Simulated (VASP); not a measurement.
Write the native input for VASP 6.6.1 that does the following.

- Task: single point
- Functional: PBE
- Potentials or basis: VASP PAW PBE potentials, release 64 (Ti_sv)
- Cutoff: 520 eV
- k mesh: 9 × 9 × 5
- Occupations: methfessel-paxton, width 0.05 eV
- Spin: no spin polarisation
- Dipole correction: no
- Further INCAR settings: ALGO = Normal; EDIFF = 1e-07; NBANDS = 19

The structure of Ti lies in POSCAR:

```
Ti
1.0
    2.9500000000      0.0000000000      0.0000000000
   -1.4750000000      2.5547749412      0.0000000000
    0.0000000000      0.0000000000      4.6800000000
Ti
2
Direct
    0.6666666667      0.3333333333      0.7500000000
    0.3333333333      0.6666666667      0.2500000000
```

These files were run (other wordings do the same):

INCAR

```
SYSTEM = Ti
PREC = Accurate
ENCUT = 520
EDIFF = 1E-7
ISMEAR = 1
SIGMA = 0.05
LREAL = .False.
LASPH = .True.
NELM = 80
ALGO = Normal
ISIF = 2
LWAVE = .False.
LCHARG = .False.
GGA = PE
NBANDS = 19
```

KPOINTS

```
Automatic mesh
0
Gamma
  9 9 5
  0 0 0
```

Potentials or basis: VASP PAW PBE potentials, release 64 (Ti_sv).

The run is started by

```console
$ cat potpaw_PBE.64/Ti_sv/POTCAR > POTCAR
$ mpirun -np 1 vasp_std > vasp.out
```

It gave:

```yaml
Pressure: -1.9 GPa
Band_gap_on_the_k_mesh: zero (band 12 reaches 8.95 eV, above the bottom of band 13 at 7.91 eV)
```

It took 58 s on 1 thread of AMD EPYC 7R13, on a shared host, peak memory 0.13 GiB.
